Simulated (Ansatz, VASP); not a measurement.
Two plane-wave programs on SnSe

```xyz
8
Lattice="11.4200 0.0000 0.0000 0.0000 4.1900 0.0000 0.0000 0.0000 4.4600" Properties=species:S:1:pos:R:3 pbc="T T T"
Sn    1.4047    1.0475    0.4059
Sn    4.3053    3.1425    2.6359
Sn    7.1147    1.0475    1.8241
Sn   10.0153    3.1425    4.0541
Se    4.0769    1.0475    0.0714
Se    1.6331    3.1425    2.3014
Se    9.7869    1.0475    2.1586
Se    7.3431    3.1425    4.3886
```

Alike in both runs: task single point; functional r2SCAN; k mesh 2 × 4 × 3; no spin polarisation.

|  | VASP | Ansatz |
| --- | --- | --- |
| version | VASP 6.6.1 | Ansatz 0.2.0 |
| potentials or method | VASP PAW PBE potentials, release 64 (Sn_d, Se) | plane waves, PAW |
| plane-wave cutoff (eV) | 550 | 500 |
| occupations | gaussian, width 0.01 eV | fixed |
| valence electrons in the cell | 80 | 120 |

```tsv
	VASP	Ansatz	Ansatz less VASP
gap on the k mesh at the Fermi level (eV)	1.00	1.01	+0.009
```

VASP's potentials were made for PBE, not for r2SCAN. VASP's potentials hold 80 valence electrons a cell and Ansatz's 120, so a difference there can come from the potentials and not from the codes.

The k mesh is coarse, so the values compare programs but aren't converged.
